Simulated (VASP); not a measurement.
# Li27F26 (a cell with a defect) in VASP: a series of runs

Li27F26 (a cell with a defect) is run at these levels: PBE, r2SCAN; tasks: electric field gradients.

Program: VASP 6.6.1. These are calculated values, not measurements. Logs are shortened: lines on timing, memory, paths and dates and some standing lists are left out, and cuts for length are marked.

**1. The cell of the first run**

The cell holds a defect, 53 atoms: a = 8.545 Å, b = 8.545 Å, c = 8.545 Å, α = 60.00°, β = 60.00°, γ = 60.00°.

**2. Electric field gradients, PBE (atoms taken out)**

The input, INCAR:

```
SYSTEM = Li27F26
  PREC = Accurate
  ENCUT = 520
  EDIFF = 1E-8
  ISMEAR = -1
  SIGMA = 0.01
  LREAL = Auto
  LASPH = .True.
  NELM = 100
  ALGO = Normal
  ISIF = 2
  LWAVE = .False.
  LCHARG = .False.
  GGA = PE
  LEFG = .True.
  NELECT = 262.0
  NBANDS = 164
  LUSENCCL = .False.
```

The input, KPOINTS:

```
regular mesh
0
Gamma
  3 3 3
  0 0 0
```

The input, POSCAR:

```
Li27F26
1.0
    0.0000000000      6.0420000000      6.0420000000
    6.0420000000      0.0000000000      6.0420000000
    6.0420000000      6.0420000000      0.0000000000
Li F
27 26
Direct
    0.0000000000      0.0000000000      0.0000000000
    0.0000000000      0.0000000000      0.3333333333
    0.0000000000      0.0000000000      0.6666666667
    0.0000000000      0.3333333333      0.0000000000
    0.0000000000      0.3333333333      0.3333333333
    0.0000000000      0.3333333333      0.6666666667
    0.0000000000      0.6666666667      0.0000000000
    0.0000000000      0.6666666667      0.3333333333
    0.0000000000      0.6666666667      0.6666666667
    0.3333333333      0.0000000000      0.0000000000
    0.3333333333      0.0000000000      0.3333333333
    0.3333333333      0.0000000000      0.6666666667
    0.3333333333      0.3333333333      0.0000000000
    0.3333333333      0.3333333333      0.3333333333
    0.3333333333      0.3333333333      0.6666666667
    0.3333333333      0.6666666667      0.0000000000
    0.3333333333      0.6666666667      0.3333333333
    0.3333333333      0.6666666667      0.6666666667
    0.6666666667      0.0000000000      0.0000000000
    0.6666666667      0.0000000000      0.3333333333
    0.6666666667      0.0000000000      0.6666666667
    0.6666666667      0.3333333333      0.0000000000
    0.6666666667      0.3333333333      0.3333333333
    0.6666666667      0.3333333333      0.6666666667
    0.6666666667      0.6666666667      0.0000000000
    0.6666666667      0.6666666667      0.3333333333
    0.6666666667      0.6666666667      0.6666666667
    0.1666666667      0.1666666667      0.5000000000
    0.1666666667      0.1666666667      0.8333333333
    0.1666666667      0.5000000000      0.1666666667
    0.1666666667      0.5000000000      0.5000000000
    0.1666666667      0.5000000000      0.8333333333
    0.1666666667      0.8333333333      0.1666666667
    0.1666666667      0.8333333333      0.5000000000
    0.1666666667      0.8333333333      0.8333333333
    0.5000000000      0.1666666667      0.1666666667
    0.5000000000      0.1666666667      0.5000000000
    0.5000000000      0.1666666667      0.8333333333
    0.5000000000      0.5000000000      0.1666666667
    0.5000000000      0.5000000000      0.5000000000
    0.5000000000      0.5000000000      0.8333333333
    0.5000000000      0.8333333333      0.1666666667
    0.5000000000      0.8333333333      0.5000000000
    0.5000000000      0.8333333333      0.8333333333
    0.8333333333      0.1666666667      0.1666666667
    0.8333333333      0.1666666667      0.5000000000
    0.8333333333      0.1666666667      0.8333333333
    0.8333333333      0.5000000000      0.1666666667
    0.8333333333      0.5000000000      0.5000000000
    0.8333333333      0.5000000000      0.8333333333
    0.8333333333      0.8333333333      0.1666666667
    0.8333333333      0.8333333333      0.5000000000
    0.8333333333      0.8333333333      0.8333333333
```

Potentials or basis: VASP PAW PBE potentials, release 64 (Li_sv, F).

Launch:

```bash
$ cat potpaw_PBE.64/Li_sv/POTCAR potpaw_PBE.64/F/POTCAR > POTCAR
$ mpirun -np 1 vasp_std > vasp.out
```

OUTCAR:

```text
SYSTEM = Li27F26
   PREC = Accurate
   ENCUT = 520
   EDIFF = 1E-8
   ISMEAR = -1
   LREAL = Auto
   LASPH = .True.
   NELM = 100
   ISIF = 2
   GGA = PE
   NELECT = 262.0

 ion  position               nearest neighbor table
   1  0.000  0.000  0.000-  29 2.01  33 2.01  35 2.01  45 2.01  47 2.01  51 2.01
   2  0.000  0.000  0.333-  33 2.01  45 2.01  34 2.01  46 2.01  52 2.01
   3  0.000  0.000  0.667-  35 2.01  47 2.01  28 2.01  46 2.01  34 2.01  53 2.01
   4  0.000  0.333  0.000-  29 2.01  45 2.01  32 2.01  48 2.01  50 2.01
   5  0.000  0.333  0.333-  46 2.01  48 2.01  28 2.01  30 2.01  49 2.01
   6  0.000  0.333  0.667-  28 2.01  29 2.01  47 2.01  50 2.01  49 2.01  31 2.01
   7  0.000  0.667  0.000-  35 2.01  51 2.01  30 2.01  48 2.01  32 2.01  53 2.01
   8  0.000  0.667  0.333-  30 2.01  33 2.01  51 2.01  52 2.01  31 2.01  49 2.01
   9  0.000  0.667  0.667-  53 2.01  34 2.01  32 2.01  50 2.01  52 2.01  31 2.01
  10  0.333  0.000  0.000-  29 2.01  33 2.01  38 2.01  42 2.01  44 2.01
  11  0.333  0.000  0.333-  34 2.01  42 2.01  36 2.01  28 2.01  43 2.01
  12  0.333  0.000  0.667-  28 2.01  29 2.01  35 2.01  44 2.01  43 2.01  37 2.01
  13  0.333  0.333  0.000-  32 2.01  38 2.01  36 2.01  30 2.01  41 2.01
  14  0.333  0.333  0.333-  28 2.01  30 2.01  36 2.01  31 2.01  37 2.01  39 2.01
  15  0.333  0.333  0.667-  29 2.01  31 2.01  32 2.01  37 2.01  38 2.01  40 2.01
  16  0.333  0.667  0.000-  30 2.01  33 2.01  35 2.01  44 2.01  41 2.01  39 2.01
  17  0.333  0.667  0.333-  33 2.01  31 2.01  34 2.01  39 2.01  42 2.01  40 2.01
[... 34 lines left out ...]
  52  0.833  0.833  0.500-  27 2.01  20 2.01   8 2.01   2 2.01  21 2.01   9 2.01
  53  0.833  0.833  0.833-   9 2.01  21 2.01  25 2.01  19 2.01   7 2.01   3 2.01

  LATTYP: Found a face centered cubic cell.
 ALAT       =    12.0840000000

  Lattice vectors:

 A1 = (   0.0000000000,   6.0420000000,   6.0420000000)
 A2 = (   6.0420000000,   0.0000000000,   6.0420000000)
 A3 = (   6.0420000000,   6.0420000000,   0.0000000000)

Analysis of symmetry for initial positions (statically):
=====================================================================
 Subroutine PRICEL returns:
 Original cell was already a primitive cell.

 Routine SETGRP: Setting up the symmetry group for a
 face centered cubic supercell.

 Subroutine GETGRP returns: Found 48 space group operations
 (whereof  6 operations were pure point group operations)
 out of a pool of 48 trial point group operations.

The static configuration has the point symmetry C_3v.
 The point group associated with its full space group is O_h .

Analysis of symmetry for dynamics (positions and initial velocities):
=====================================================================
 Subroutine PRICEL returns:
 Original cell was already a primitive cell.

 Routine SETGRP: Setting up the symmetry group for a
 face centered cubic supercell.

 Subroutine GETGRP returns: Found 48 space group operations
 (whereof  6 operations were pure point group operations)
 out of a pool of 48 trial point group operations.

The dynamic configuration has the point symmetry C_3v.
 The point group associated with its full space group is O_h .

 Subroutine INISYM returns: Found 48 space group operations
 (whereof  6 operations are pure point group operations),
 and found     1 'primitive' translations

----------------------------------------------------------------------------------------

                                     Primitive cell

  volume of cell :     441.1357

  direct lattice vectors                    reciprocal lattice vectors
     0.000000000  6.042000000  6.042000000    -0.082754055  0.082754055  0.082754055
     6.042000000  0.000000000  6.042000000     0.082754055 -0.082754055  0.082754055
     6.042000000  6.042000000  0.000000000     0.082754055  0.082754055 -0.082754055

  length of vectors
     8.544678344  8.544678344  8.544678344     0.143334228  0.143334228  0.143334228

  position of ions in fractional coordinates (direct lattice)
     0.000000000  0.000000000  0.000000000
     0.000000000  0.000000000  0.333333333
     0.000000000  0.000000000  0.666666667
[... 170 lines left out ...]
   EMIN   =  10.00;   EMAX   =-10.00  energy-range for DOS
   EFERMI =   0.00;   METHOD = LEGACY
   ISMEAR =    -1;   SIGMA  =   0.01  broadening in eV -4-tet -1-fermi 0-gaus
   EFERMI_NEDOS =   21; number of points for ismear=-14 and -15
   IALGO  =     38    algorithm
   IMIX   =      4    mixing-type and parameters
     AMIX     =   0.40;   BMIX     =  1.00
     AMIX_MAG =   1.60;   BMIX_MAG =  1.00
  volume/ion in A,a.u.               =       8.32        56.17
  Fermi-wavevector in a.u.,A,eV,Ry     =   1.376104  2.600459 25.764833  1.893662
  Thomas-Fermi vector in A             =   2.501379
   LORBIT       =      0    0 simple, 1 ext, 2 COOP (PROOUT), +10 PAW based schemes
   GGA     = PE    functional components
   LHFCALC =     F    Hartree Fock is set to
   AEXX    =    0.0000 exact exchange contribution
   IVDW    =     0    specifies the selected vdW correction
   LEPSILON=     F    determine dielectric tensor
   LRPA    =     F    only Hartree local field effects (RPA)
 non-spin polarized calculation
  energy-cutoff  :      520.00
  volume of cell :      441.14
 maximum number of plane-waves:     11935
   NGX = 31   NGY = 31   NGZ = 31

 number of electron     262.0000005 magnetization

 Free energy of the ion-electron system (eV)
  ---------------------------------------------------
  ext. energy  EPLUGINS =         0.00000000
  ---------------------------------------------------
  free energy    TOTEN  =      -255.37528325 eV

  energy without entropy =     -255.37528325  energy(sigma->0) =     -255.37528325

 E-fermi :  -0.4595     XC(G=0):  -9.8072

 val. band max:       -0.8500364907   @ k =   0.0000   0.0000   0.0000
 cond. band min:       3.9998690041   @ k =   0.0000   0.0000   0.0000
 fundamental gap:      4.8499054948
 Fermi energy:        -0.4595220660

 k-point     1 :       0.0000    0.0000    0.0000
  band No.  band energies     occupation
      1     -42.9493      2.00000
      2     -42.9325      2.00000
      3     -42.9325      2.00000
      4     -42.9325      2.00000
      5     -42.9243      2.00000
      6     -42.9243      2.00000
[... 573 lines left out ...]
    142      10.5590      0.00000
    143      10.6586      0.00000
 [bands above 143 left out]

------------------------ aborting loop because EDIFF is reached ----------------------------------------

  FORCE on cell =-STRESS in cart. coord.  units (eV):
  Direction    XX          YY          ZZ          XY          YZ          ZX
  --------------------------------------------------------------------------------------
  -------------------------------------------------------------------------------------
  Total       -2.7566217     -2.7566217     -2.7566217      0.0000000      0.0000000      0.0000000
  in kB      -10.0118789    -10.0118789    -10.0118789      0.0000000      0.0000000      0.0000000
  external PRESSURE =     -10.0118789 kB  Pullay stress =       0.0000000 kB

 VOLUME and BASIS-vectors are now :
 -----------------------------------------------------------------------------
  energy-cutoff  :      520.00
  volume of cell :      441.14
      direct lattice vectors                 reciprocal lattice vectors
     0.000000000  6.042000000  6.042000000    -0.082754055  0.082754055  0.082754055
     6.042000000  0.000000000  6.042000000     0.082754055 -0.082754055  0.082754055
     6.042000000  6.042000000  0.000000000     0.082754055  0.082754055 -0.082754055

 POSITION                                       TOTAL-FORCE (eV/Angst)
 -----------------------------------------------------------------------------------
      0.00000      0.00000      0.00000        -0.179056     -0.179056     -0.179056
      2.01400      2.01400      0.00000        -0.000000     -0.000000     -1.543084
      4.02800      4.02800      0.00000         0.179056      0.179056     -0.179056
      2.01400      0.00000      2.01400        -0.000000     -1.543084     -0.000000
      4.02800      2.01400      2.01400         1.543084     -0.000000     -0.000000
      6.04200      4.02800      2.01400         0.142355     -0.142355     -0.000000
[... 45 lines left out ...]
      8.05600      8.05600     10.07000        -0.000000     -0.000000      0.217848
     10.07000     10.07000     10.07000         0.009709      0.009709      0.009709
 -----------------------------------------------------------------------------------
    total drift:                                0.000006      0.000005      0.000002

  FREE ENERGIE OF THE ION-ELECTRON SYSTEM (eV)
  ---------------------------------------------------
  free  energy   TOTEN  =      -255.3752832479 eV

  energy  without entropy=     -255.3752832479  energy(sigma->0) =     -255.37528325

 Electric field gradients (V/A^2)
---------------------------------------------------------------------
 ion       V_xx      V_yy      V_zz      V_xy      V_xz      V_yz
---------------------------------------------------------------------
   1      -0.000    -0.000     0.000     0.064     0.064     0.064
   2      -0.979    -0.979     1.958     0.007     0.003     0.003
   3      -0.001    -0.001     0.002     0.065    -0.054    -0.054
   4      -0.979     1.958    -0.979     0.003     0.007     0.003
   5       1.953    -0.977    -0.977     0.005     0.005    -0.000
   6       0.099     0.104    -0.203     0.014     0.005    -0.000
[... 45 lines left out ...]
  52      -1.530    -1.530     3.060    -0.000     0.004     0.004
  53       0.000    -0.000     0.000    -1.740    -1.740    -1.740
---------------------------------------------------------------------

 Electric field gradients after diagonalization (V/A^2)
 (convention: |V_zz| > |V_xx| > |V_yy|)
----------------------------------------------------------------------
 ion       V_xx      V_yy      V_zz     asymmetry (V_yy - V_xx)/ V_zz
----------------------------------------------------------------------
   1      -0.064    -0.064     0.129       0.000
   2      -0.986    -0.971     1.958       0.008
   3      -0.066    -0.050     0.116       0.134
   4      -0.986    -0.971     1.958       0.008
   5      -0.977    -0.976     1.953       0.000
   6       0.116     0.087    -0.203       0.143
[... 45 lines left out ...]
  52      -1.530    -1.530     3.060       0.000
  53       1.740     1.740    -3.481       0.000
----------------------------------------------------------------------

           NMR quadrupolar parameters

 Cq : quadrupolar parameter    Cq=e*Q*V_zz/h
 eta: asymmetry parameters     (V_yy - V_xx)/ V_zz
 Q  : nuclear electric quadrupole moment in mb (millibarn)
----------------------------------------------------------------------
 ion       Cq(MHz)       eta       Q (mb)
----------------------------------------------------------------------
   1       0.000       0.000       1.000
   2       0.005       0.008       1.000
   3       0.000       0.134       1.000
   4       0.005       0.008       1.000
   5       0.005       0.000       1.000
   6      -0.000       0.143       1.000
[... 45 lines left out ...]
  52       0.007       0.000       1.000
  53      -0.008       0.000       1.000
----------------------------------------------------------------------
```

Wall time 2.4 min (1 × NVIDIA H100 80GB with 1 thread of AMD EPYC 7R13 (Zen 3), shared host); peak memory 1.6 GiB.

Results:

- Free energy: -255.3753 eV
- Largest force: 1.543 eV/Å
- Largest electric field gradient by atom: Li +0.1, +2.0, -0.2, +0.0 (each value once); F +23.7, -3.5, +3.1 (each value once) V/Å²

Forces in eV/Å, atoms in the order of the input:
```
Li  -0.179 -0.179 -0.179
Li   0.000  0.000 -1.543
Li   0.179  0.179 -0.179
Li   0.000 -1.543  0.000
Li   1.543  0.000  0.000
Li   0.142 -0.142  0.000
Li   0.179 -0.179  0.179
Li   0.142  0.000 -0.142
Li   0.000 -0.142 -0.142
Li  -1.543  0.000  0.000
Li   0.000  1.543  0.000
Li  -0.142  0.142  0.000
Li   0.000  0.000  1.543
Li   0.179  0.179  0.179
Li  -0.179 -0.179  0.179
Li  -0.142  0.000  0.142
Li  -0.179  0.179 -0.179
Li   0.000  0.142  0.142
Li  -0.179  0.179  0.179
Li   0.000  0.142 -0.142
Li  -0.142  0.000 -0.142
Li   0.000 -0.142  0.142
Li   0.179 -0.179 -0.179
Li   0.142  0.000  0.142
Li  -0.142 -0.142  0.000
Li   0.142  0.142  0.000
Li   0.000  0.000  0.000
F   -0.570 -0.570  0.000
F    0.570  0.570  0.000
F   -0.570  0.000 -0.570
F   -0.010  0.010  0.010
F    0.000  0.570 -0.570
F    0.570  0.000  0.570
F    0.000 -0.570  0.570
F    0.010 -0.010 -0.010
F    0.000 -0.570 -0.570
F    0.010 -0.010  0.010
F    0.570  0.000 -0.570
F    0.010  0.010 -0.010
F   -0.010 -0.010 -0.010
F    0.000  0.000 -0.218
F    0.570 -0.570  0.000
F    0.000 -0.218  0.000
F    0.218  0.000  0.000
F    0.000  0.570  0.570
F   -0.570  0.000  0.570
F   -0.010  0.010 -0.010
F   -0.570  0.570  0.000
F   -0.218  0.000  0.000
F    0.000  0.218  0.000
F   -0.010 -0.010  0.010
F    0.000  0.000  0.218
F    0.010  0.010  0.010
```

Levels at points of the mesh, in eV from the Fermi level:
| k point | band 128 | band 129 | band 130 | band 131 | band 132 | band 133 | band 134 | band 135 |
| --- | --- | --- | --- | --- | --- | --- | --- | --- |
| (0.00, 0.00, 0.00) | -0.50 | -0.39 | -0.39 | -0.39 | 4.46 | 8.92 | 9.32 | 9.32 |

Electric field gradients, principal values (V/Å²):
| atom | least | middle | greatest (by size) |
| --- | --- | --- | --- |
| 1 Li | -0.064 | -0.064 | 0.129 |
| 2 Li | -0.971 | -0.986 | 1.958 |
| 3 Li | -0.050 | -0.066 | 0.116 |
| 4 Li | -0.971 | -0.986 | 1.958 |
| 5 Li | -0.976 | -0.977 | 1.953 |
| 6 Li | 0.087 | 0.116 | -0.203 |
| 7 Li | -0.050 | -0.066 | 0.116 |
| 8 Li | 0.087 | 0.116 | -0.203 |
| 9 Li | 0.094 | 0.113 | -0.207 |
| 10 Li | -0.971 | -0.986 | 1.958 |
| 11 Li | -0.976 | -0.977 | 1.953 |
| 12 Li | 0.087 | 0.116 | -0.203 |
| 13 Li | -0.976 | -0.977 | 1.953 |
| 14 Li | -0.059 | -0.059 | 0.118 |
| 15 Li | -0.054 | -0.060 | 0.114 |
| 16 Li | 0.087 | 0.116 | -0.203 |
| 17 Li | -0.054 | -0.060 | 0.114 |
| 18 Li | 0.095 | 0.109 | -0.204 |
| 19 Li | -0.050 | -0.066 | 0.116 |
| 20 Li | 0.087 | 0.116 | -0.203 |
| 21 Li | 0.094 | 0.113 | -0.207 |
| 22 Li | 0.087 | 0.116 | -0.203 |
| 23 Li | -0.054 | -0.060 | 0.114 |
| 24 Li | 0.095 | 0.109 | -0.204 |
| 25 Li | 0.094 | 0.113 | -0.207 |
| 26 Li | 0.095 | 0.109 | -0.204 |
| 27 Li | -0.002 | -0.002 | 0.003 |
| 28 F | -11.354 | -12.359 | 23.713 |
| 29 F | -11.351 | -12.362 | 23.714 |
| 30 F | -11.354 | -12.359 | 23.713 |
| 31 F | 1.735 | 1.748 | -3.483 |
| 32 F | -11.350 | -12.356 | 23.706 |
| 33 F | -11.351 | -12.362 | 23.714 |
| 34 F | -11.350 | -12.356 | 23.706 |
| 35 F | 1.739 | 1.745 | -3.485 |
| 36 F | -11.354 | -12.359 | 23.713 |
| 37 F | 1.735 | 1.748 | -3.483 |
| 38 F | -11.350 | -12.356 | 23.706 |
| 39 F | 1.735 | 1.748 | -3.483 |
| 40 F | 1.736 | 1.736 | -3.472 |
| 41 F | -1.525 | -1.538 | 3.063 |
| 42 F | -11.350 | -12.356 | 23.706 |
| 43 F | -1.525 | -1.538 | 3.063 |
| 44 F | -1.530 | -1.530 | 3.060 |
| 45 F | -11.351 | -12.362 | 23.714 |
| 46 F | -11.350 | -12.356 | 23.706 |
| 47 F | 1.739 | 1.745 | -3.485 |
| 48 F | -11.350 | -12.356 | 23.706 |
| 49 F | -1.525 | -1.538 | 3.063 |
| 50 F | -1.530 | -1.530 | 3.060 |
| 51 F | 1.739 | 1.745 | -3.485 |
| 52 F | -1.530 | -1.530 | 3.060 |
| 53 F | 1.740 | 1.740 | -3.481 |

Caveat: the cell carries a net charge on a neutralising background, which shifts energy and pressure; the cell differs from its parent crystal (atoms taken out); the cell is charged against a uniform background, so pressure and absolute levels hang on convention; the cutoff is under 1.25 times the usual one of these potentials, so pressure, stress and relaxed cells hold a basis-set (Pulay) error; without QUAD_EFG the Cq values of the log hold for a quadrupole moment of 1 mb, not for the nuclei.

[end of part 1 of 2]
